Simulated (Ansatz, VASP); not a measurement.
# One calculation of GaCuSe2, two programs

INCAR

```
ALGO = Normal
EDIFF = 1E-6
ENCUT = 520
GGA = PE
ISIF = 2
ISMEAR = -1
LASPH = True
LCHARG = False
LREAL = False
LWAVE = False
NBANDS = 26
NELM = 80
PREC = Accurate
SIGMA = 0.02
```

The input KPOINTS:

```
k-points
0
Gamma
  4 4 4
```

Contents of POSCAR:

```
GaCuSe2
1.0
    3.9307082772      0.0000000000      0.0000000000
    0.0000000000      3.9307082772      0.0000000000
    0.0000000000      0.0000000000      5.6421460618
Cu Se Ga
1 2 1
Direct
    0.0000000000      0.0000000000      0.0000000000
    0.0000000000      0.5000000000      0.2427767847
    0.5000000000      0.0000000000      0.7572232153
    0.5000000000      0.5000000000      0.5000000000
```

Input for Ansatz:

```yaml
crystal:
  lattice:
    - [3.9307082772, 0.0, 0.0]
    - [0.0, 3.9307082772, 0.0]
    - [0.0, 0.0, 5.6421460618]
  atoms:
    - { symbol: Cu, position: [0.0, 0.0, 0.0] }
    - { symbol: Se, position: [0.0, 0.5, 0.2427767847] }
    - { symbol: Ga, position: [0.5, 0.5, 0.5] }
    - { symbol: Se, position: [0.5, 0.0, 0.7572232153] }
kpoints:
  mp_grid: { grid: [4, 4, 4] }
hamiltonian:
  xc: pbe
scf:
  occupations: { method: fermi_dirac, width: 0.02 }
  n_extra_bands: 5
output:
  forces: true
  stress: true
  eigenvalues: true
```

Alike in both runs: task single point; functional PBE; k mesh 4 × 4 × 4; occupations fermi-dirac, width 0.02 eV; no spin polarisation.

|  | VASP | Ansatz |
| --- | --- | --- |
| version | VASP 6.6.1 | Ansatz 0.2.0 |
| potentials or method | VASP PAW PBE potentials, release 64 (Cu, Se, Ga_d) | plane waves, PAW |
| plane-wave cutoff (eV) | 520 | 420 |
| valence electrons in the cell | 36 | 64 |

```csv
,VASP,Ansatz,Ansatz less VASP
pressure (GPa),3.0,2.8,-0.18
rms of the force components (eV/Å),0.052,0.057,+0.0050
```

VASP's potentials hold 36 valence electrons a cell and Ansatz's 64, so a difference there can come from the potentials and not from the codes.

The k mesh is coarse, so the values compare programs but aren't converged.
